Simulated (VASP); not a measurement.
# AlN (Pm) in VASP: further runs

The runs below take AlN through single point, with LDA.

Everything below comes from runs of VASP 6.6.1. Logs are shortened: lines on timing, memory, paths and dates and some standing lists are left out, and cuts for length are marked.

## 1. The cell of the first run

It takes space group Pm (No. 6, monoclinic). The conventional cell has a = 3.276 Å, b = 4.101 Å, c = 5.674 Å, α = 90.00°, β = 90.00°, γ = 90.00°. Within 1.8 Å of Al (site symmetry m) lie 1 N at 1.36 Å. Al (site symmetry m) has 5 N at 1.89 to 2.05 Å and 1 Al at 2.49 Å within 2.5 Å. Within 2.5 Å of Al (site symmetry m) lie 5 N at 1.89 to 2.05 Å and 2 Al at 2.46 Å. Al (site symmetry m) has 5 N at 1.89 to 2.05 Å within 2.5 Å. N (site symmetry m) has 5 Al at 1.89 to 2.20 Å within 2.5 Å. Within 2.5 Å of N (site symmetry m) lie 5 Al at 1.89 to 2.05 Å. N (site symmetry m) has 1 Al at 1.36 Å within 1.8 Å. Within 2.5 Å of N (site symmetry m) lie 4 Al at 1.89 to 2.05 Å.

## 2. Single point, LDA (atom 1 (Al) moved by +0.496 Å along [1 0 0] and +0.620 Å along [1 2 0])

INCAR reads:

```
PREC = Accurate
ENCUT = 520
EDIFF = 1E-7
ISMEAR = 0
SIGMA = 0.05
LREAL = False
LASPH = True
NELM = 100
ALGO = Normal
ISIF = 2
LWAVE = False
LCHARG = False
GGA = CA
NBANDS = 26
```

KPOINTS reads:

```
Automatic mesh
0
Gamma
  8 6 4
```

POSCAR reads:

```
AlN
1.0
   -1.6378403119      2.8368226349      0.0000000000
    0.0000000000      0.0000000000      4.1006264518
    4.9135209358      2.8368226349      0.0000000000
Al N
4 4
Direct
    0.5882063252      0.7500000000      0.2970147172
    1.0000000000      0.7500000000      0.6666666667
    0.0000000000      0.2500000000      0.3333333333
    0.5000000000      0.2500000000      0.8333333333
    0.5000000000      0.2500000000      0.1666666667
    1.0000000000      0.2500000000      0.6666666667
    0.0000000000      0.7500000000      0.3333333333
    0.5000000000      0.7500000000      0.8333333333
```

Potentials or basis: VASP PAW LDA potentials, release 64 (Al, N).

Started as:

```bash
$ cat potpaw_LDA.64/Al/POTCAR potpaw_LDA.64/N/POTCAR > POTCAR
$ mpirun -np 1 vasp_std > vasp.out
```

OUTCAR:

```text
PREC = Accurate
   ENCUT = 520
   EDIFF = 1E-7
   ISMEAR = 0
   LREAL = False
   LASPH = True
   NELM = 100
   ISIF = 2
   GGA = CA

 ion  position               nearest neighbor table
   1  0.588  0.750  0.297-   7 1.36   7 1.94   5 2.20   5 2.20   3 2.46   3 2.46   2 2.49   3 2.82
                             3 2.82   2 2.85   4 3.35   4 3.35
   2  0.000  0.750  0.667-   8 1.89   8 1.89   7 1.89   6 2.05   6 2.05   1 2.49   4 2.79   4 2.79
                             4 2.79   4 2.79   3 2.79   3 2.79   1 2.85
   3  0.000  0.250  0.333-   5 1.89   5 1.89   6 1.89   7 2.05   7 2.05   1 2.46   1 2.46   2 2.79
                             2 2.79   1 2.82   1 2.82   4 3.28   4 3.28   4 3.28   4 3.28
   4  0.500  0.250  0.833-   6 1.89   6 1.89   5 1.89   8 2.05   8 2.05   2 2.79   2 2.79   2 2.79
                             2 2.79   3 3.28   3 3.28   3 3.28   3 3.28   1 3.35   1 3.35
   5  0.500  0.250  0.167-   3 1.89   3 1.89   4 1.89   1 2.20   1 2.20
   6  0.000  0.250  0.667-   4 1.89   4 1.89   3 1.89   2 2.05   2 2.05
   7  0.000  0.750  0.333-   1 1.36   2 1.89   1 1.94   3 2.05   3 2.05
   8  0.500  0.750  0.833-   2 1.89   2 1.89   4 2.05   4 2.05

  LATTYP: Found a simple orthorhombic cell.
 ALAT       =     3.2756806238
 B/A-ratio  =     1.2518395176
 C/A-ratio  =     1.7320508076

  Lattice vectors:

 A1 = (  -1.6378403119,   2.8368226349,   0.0000000000)
 A2 = (   0.0000000000,   0.0000000000,   4.1006264518)
 A3 = (   4.9135209358,   2.8368226349,   0.0000000000)

Analysis of symmetry for initial positions (statically):
=====================================================================
 Subroutine PRICEL returns:
 Original cell was already a primitive cell.

 Routine SETGRP: Setting up the symmetry group for a
 simple orthorhombic supercell.

 Subroutine GETGRP returns: Found  2 space group operations
 (whereof  1 operations were pure point group operations)
 out of a pool of  8 trial point group operations.

The static configuration has the point symmetry C_1 .
 The point group associated with its full space group is C_1h.

Analysis of symmetry for dynamics (positions and initial velocities):
=====================================================================
 Subroutine PRICEL returns:
 Original cell was already a primitive cell.

 Routine SETGRP: Setting up the symmetry group for a
 simple orthorhombic supercell.

 Subroutine GETGRP returns: Found  2 space group operations
 (whereof  1 operations were pure point group operations)
 out of a pool of  8 trial point group operations.

The dynamic configuration has the point symmetry C_1 .
 The point group associated with its full space group is C_1h.

 Subroutine INISYM returns: Found  2 space group operations
 (whereof  1 operations are pure point group operations),
 and found     1 'primitive' translations

----------------------------------------------------------------------------------------

                                     Primitive cell

  volume of cell :      76.2103

  direct lattice vectors                    reciprocal lattice vectors
    -1.637840312  2.836822635  0.000000000    -0.152640033  0.264380293  0.000000000
     0.000000000  0.000000000  4.100626452     0.000000000  0.000000000  0.243865178
     4.913520936  2.836822635  0.000000000     0.152640033  0.088126764  0.000000000

  length of vectors
     3.275680624  4.100626452  5.673645270     0.305280067  0.243865178  0.176253529

  position of ions in fractional coordinates (direct lattice)
     0.588206325  0.750000000  0.297014717
     0.000000000  0.750000000  0.666666667
     0.000000000  0.250000000  0.333333333
     0.500000000  0.250000000  0.833333333
     0.500000000  0.250000000  0.166666667
     0.000000000  0.250000000  0.666666667
     0.000000000  0.750000000  0.333333333
     0.500000000  0.750000000  0.833333333

  ion indices of the primitive-cell ions
   primitive index   ion index
                 1           1
                 2           2
                 3           3
                 4           4
                 5           5
                 6           6
                 7           7
                 8           8

----------------------------------------------------------------------------------------

 KPOINTS: Automatic mesh

Automatic generation of k-mesh.
 Grid dimensions read from file:
 generate k-points for:    8    6    4

 Generating k-lattice:

  Cartesian coordinates                     Fractional coordinates (reciprocal lattice)
    -0.019080004  0.033047537  0.000000000     0.125000000  0.000000000  0.000000000
     0.000000000  0.000000000  0.040644196     0.000000000  0.166666667  0.000000000
     0.038160008  0.022031691  0.000000000     0.000000000  0.000000000  0.250000000

  Length of vectors
     0.038160008  0.040644196  0.044063382

  Shift w.r.t. Gamma in fractional coordinates (k-lattice)
     0.000000000  0.000000000  0.000000000

 Subroutine IBZKPT returns following result:
 ===========================================

 Found     72 irreducible k-points:

 Following reciprocal coordinates:
            Coordinates               Weight
  0.000000  0.000000  0.000000      1.000000
  0.125000  0.000000  0.000000      2.000000
  0.250000  0.000000  0.000000      2.000000
  0.375000  0.000000  0.000000      2.000000
  0.500000  0.000000  0.000000      1.000000
  0.000000  0.166667  0.000000      2.000000
[... 16 lines left out ...]
  0.125000  0.000000 -0.250000      2.000000
  0.250000  0.000000  0.250000      2.000000
 [... further k-points ...]
   k-points           NKPTS =     72   k-points in BZ     NKDIM =     72   number of bands    NBANDS=     26
   number of dos      NEDOS =    301   number of ions     NIONS =      8
   total plane-waves  NPLWV =  30240
   dimension x,y,z NGX =    24 NGY =   30 NGZ =   42
   dimension x,y,z NGXF=    48 NGYF=   60 NGZF=   84
   ions per type =               4   4
   NGX,Y,Z   is equivalent  to a cutoff of  12.18, 12.16, 12.31 a.u.
   NGXF,Y,Z  is equivalent  to a cutoff of  24.36, 24.32, 24.61 a.u.
 SYSTEM =  unknown system
   PREC   = accura    normal or accurate (medium, high low for compatibility)
   ISTART =      0    job   : 0-new  1-cont  2-samecut
   ICHARG =      2    charge: 1-file 2-atom 10-const
   ISPIN  =      1    spin polarized calculation?
   LNONCOLLINEAR =      F non collinear calculations
   LSORBIT =      F    spin-orbit coupling
   LASPH  =      T    aspherical Exc in radial PAW
   ENCUT  =  520.0 eV  38.22 Ry    6.18 a.u.   6.09  7.62 10.55*2*pi/ulx,y,z
   NELM   =    100;   NELMIN=  2; NELMDL= -5     # of ELM steps
   EDIFF  = 0.1E-06   stopping-criterion for ELM
   LREAL  =      F    real-space projection
   EDIFFG = 0.1E-05   stopping-criterion for IOM
   NSW    =      0    number of steps for IOM
   IBRION =     -1    ionic relax: 0-MD 1-quasi-New 2-CG
   NFREE  =      0    steps in history (QN), initial steepest desc. (CG)
   ISIF   =      2    stress and relaxation
   ISYM   =      2    0-nonsym 1-usesym 2-fastsym
   POTIM  = 0.5000    time-step for ionic-motion
   TEBEG  =    0.0;   TEEND  =   0.0 temperature during run
   PSTRESS=    0.0 pullay stress
   NELECT =      32.0000    total number of electrons
   NUPDOWN=      -1.0000    fix difference up-down
   EMIN   =  10.00;   EMAX   =-10.00  energy-range for DOS
   EFERMI =   0.00;   METHOD = LEGACY
   ISMEAR =     0;   SIGMA  =   0.05  broadening in eV -4-tet -1-fermi 0-gaus
   EFERMI_NEDOS =   21; number of points for ismear=-14 and -15
   IALGO  =     38    algorithm
   IMIX   =      4    mixing-type and parameters
     AMIX     =   0.40;   BMIX     =  1.00
     AMIX_MAG =   1.60;   BMIX_MAG =  1.00
  volume/ion in A,a.u.               =       9.53        64.29
  Fermi-wavevector in a.u.,A,eV,Ry     =   1.225896  2.316607 20.447110  1.502820
  Thomas-Fermi vector in A             =   2.360917
   LORBIT       =      0    0 simple, 1 ext, 2 COOP (PROOUT), +10 PAW based schemes
   GGA     = CA    functional components
   LHFCALC =     F    Hartree Fock is set to
   AEXX    =    0.0000 exact exchange contribution
   IVDW    =     0    specifies the selected vdW correction
   LEPSILON=     F    determine dielectric tensor
   LRPA    =     F    only Hartree local field effects (RPA)
 non-spin polarized calculation
 Gauss-broadening in eV      SIGMA  =   0.05
  energy-cutoff  :      520.00
  volume of cell :       76.21
 maximum number of plane-waves:      2088
   NGX = 13   NGY = 15   NGZ = 21

 number of electron      32.0000003 magnetization

 Free energy of the ion-electron system (eV)
  ---------------------------------------------------
  ext. energy  EPLUGINS =         0.00000000
  ---------------------------------------------------
  free energy    TOTEN  =       -57.96568161 eV

  energy without entropy =      -57.96568161  energy(sigma->0) =      -57.96568161

 E-fermi :   8.3049     XC(G=0): -11.6525

 val. band max:        8.0965811008   @ k =   0.0000   0.0000   0.0000
 cond. band min:      10.2873423071   @ k =   0.0000   0.0000   0.0000
 fundamental gap:      2.1907612063
 Fermi energy:         8.3049426618

 k-point     1 :       0.0000    0.0000    0.0000
  band No.  band energies     occupation
      1      -9.4819      2.00000
      2      -7.0195      2.00000
      3      -5.8421      2.00000
      4      -4.3550      2.00000
      5       0.4378      2.00000
      6       1.2078      2.00000
[... 18 lines left out ...]
     25      17.2620      0.00000
     26      18.4962      0.00000

 k-point     2 :       0.1250    0.0000    0.0000
  band No.  band energies     occupation
      1      -9.3537      2.00000
      2      -6.9108      2.00000
      3      -5.8480      2.00000
      4      -4.3695      2.00000
      5       0.5663      2.00000
      6       1.0982      2.00000
[... 18 lines left out ...]
     25      17.5394      0.00000
[... 608 lines left out ...]
     25      17.5331      0.00000
     26      18.0639      0.00000

 k-point    24 :       0.2500    0.0000    0.2500
  band No.  band energies     occupation
      1      -8.9336      2.00000
      2      -6.8703      2.00000
      3      -5.7655      2.00000
      4      -4.4233      2.00000
      5       0.9935      2.00000
      6       1.0068      2.00000
[... 18 lines left out ...]
     25      17.5853      0.00000
     26      18.3728      0.00000

 [... further k-points ...]
[... 5 lines left out ...]
  --------------------------------------------------------------------------------------
  -------------------------------------------------------------------------------------
  Total        3.5272356     32.8601445      1.1783619    -13.1801901      0.0000000      0.0000000
  in kB       74.1534077    690.8219227     24.7728144   -277.0883810      0.0000000      0.0000000
  external PRESSURE =     263.2493816 kB  Pullay stress =       0.0000000 kB

 VOLUME and BASIS-vectors are now :
 -----------------------------------------------------------------------------
  energy-cutoff  :      520.00
  volume of cell :       76.21
      direct lattice vectors                 reciprocal lattice vectors
    -1.637840312  2.836822635  0.000000000    -0.152640033  0.264380293  0.000000000
     0.000000000  0.000000000  4.100626452     0.000000000  0.000000000  0.243865178
     4.913520936  2.836822635  0.000000000     0.152640033  0.088126764  0.000000000

 POSITION                                       TOTAL-FORCE (eV/Angst)
 -----------------------------------------------------------------------------------
      0.49600      2.51122      3.07547         6.434551    -28.789133      0.000000
      3.27568      1.89122      3.07547         2.638313      2.194439      0.000000
      1.63784      0.94561      1.02516        -1.377238      0.624503      0.000000
      3.27568      3.78243      1.02516         0.804807      0.446967      0.000000
      0.00000      1.89122      1.02516         2.140643      1.851079      0.000000
      3.27568      1.89122      1.02516        -1.021221     -0.603652      0.000000
      1.63784      0.94561      3.07547        -8.223016     24.935272      0.000000
      3.27568      3.78243      3.07547        -1.396839     -0.659474      0.000000
 -----------------------------------------------------------------------------------
    total drift:                                0.000026     -0.000194     -0.000000

  FREE ENERGIE OF THE ION-ELECTRON SYSTEM (eV)
  ---------------------------------------------------
  free  energy   TOTEN  =       -57.9656816052 eV

  energy  without entropy=      -57.9656816052  energy(sigma->0) =      -57.96568161
```

It took 46 s on 1 thread of Intel Xeon 6975P-C (Granite Rapids), shared host; peak memory 0.22 GiB.

Results:

```yaml
Free_energy: -57.9657 eV
Pressure: 26.3 GPa
Largest_force: 29.499 eV/Å
Band_gap_on_the_k_mesh: 2.19 eV
```

Forces in eV/Å, atoms in the order of the input:
```
Al    6.435 -28.789   0.000
Al    2.638   2.194   0.000
Al   -1.377   0.625   0.000
Al    0.805   0.447   0.000
N     2.141   1.851   0.000
N    -1.021  -0.604   0.000
N    -8.223  24.935   0.000
N    -1.397  -0.659   0.000
```

Stress tensor (GPa, compression positive):
```
  7.42 -27.71   0.00
-27.71  69.08   0.00
  0.00   0.00   2.48
```

Caveat: the cell differs from its parent crystal (atom 1 (Al) moved by +0.496 Å along [1 0 0] and +0.620 Å along [1 2 0]); the cell stands under pressure; forces of over 1 eV/Å act on the atoms, so gaps and moduli don't describe the material at rest. A k mesh can miss the band edges.

## 3. Single point, LDA (atom 1 (Al) moved by -0.620 Å along [1 0 0] and +0.248 Å along [1 2 0])

INCAR reads:

```
PREC = Accurate
ENCUT = 520
EDIFF = 1E-7
ISMEAR = 0
SIGMA = 0.05
LREAL = F
LASPH = T
NELM = 100
ALGO = Normal
ISIF = 2
LWAVE = F
LCHARG = T
GGA = CA
LELF = T
LVHAR = T
NBANDS = 26
```

KPOINTS is that of step 2.

Changes to POSCAR since step 2:

```diff
@@ -8,3 +8,3 @@
 Direct
-    0.5882063252      0.7500000000      0.2970147172
+    0.6602031335      0.7500000000      0.0938852835
     1.0000000000      0.7500000000      0.6666666667
```

Potentials or basis: VASP PAW LDA potentials, release 64 (Al, N).

Started as:

```bash
$ cat potpaw_LDA.64/Al/POTCAR potpaw_LDA.64/N/POTCAR > POTCAR
$ mpirun -np 1 vasp_std > vasp.out
```

Wall time 44 s (1 thread of Intel Xeon 6975P-C (Granite Rapids), shared host); peak memory 0.21 GiB.

It converged, with:

| Property | Result |
| --- | --- |
| Free energy | -61.8553 eV |
| Pressure | 11.8 GPa |
| Largest force | 11.271 eV/Å |
| Band gap on the k mesh | 1.98 eV |

Forces on the atoms (eV/Å):
```
Al  10.245  4.698  0.000
Al  -2.751 -1.136  0.000
Al  -0.477  0.391  0.000
Al   0.153 -0.628  0.000
N   -2.364  0.137  0.000
N    0.803  0.521  0.000
N    0.201  1.601  0.000
N   -5.809 -5.584  0.000
```

Stress tensor (GPa, compression positive):
```
12.46 16.84  0.00
16.84 21.31  0.00
 0.00  0.00  1.67
```

Levels at points of the mesh, in eV from the valence-band top:
```tsv
k point	band 14	band 15	band 16	band 17	band 18	band 19
(0.00, 0.00, 0.00)	-1.89	-0.16	0.00	1.98	3.72	4.43
(0.50, 0.00, 0.00)	-2.37	-2.27	-1.88	4.36	4.37	5.81
(0.00, 0.50, 0.00)	-1.84	-1.73	-0.71	3.11	4.51	5.52
(0.50, 0.50, 0.00)	-1.66	-0.69	-0.35	4.79	4.92	6.31
(0.00, 0.00, 0.50)	-2.01	-0.69	-0.09	2.82	4.93	5.81
(0.50, 0.00, 0.50)	-2.47	-1.78	-1.22	2.87	4.00	5.58
(0.00, 0.50, 0.50)	-1.75	-1.58	-0.78	2.81	4.55	5.08
(0.50, 0.50, 0.50)	-2.42	-1.46	-0.85	3.86	4.13	5.27
```

Caveat: the cell differs from its parent crystal (atom 1 (Al) moved by -0.620 Å along [1 0 0] and +0.248 Å along [1 2 0]); the cell stands under pressure; forces of over 1 eV/Å act on the atoms, so gaps and moduli don't describe the material at rest. A k mesh can miss the band edges.

(Continued in part 2 of 2.)
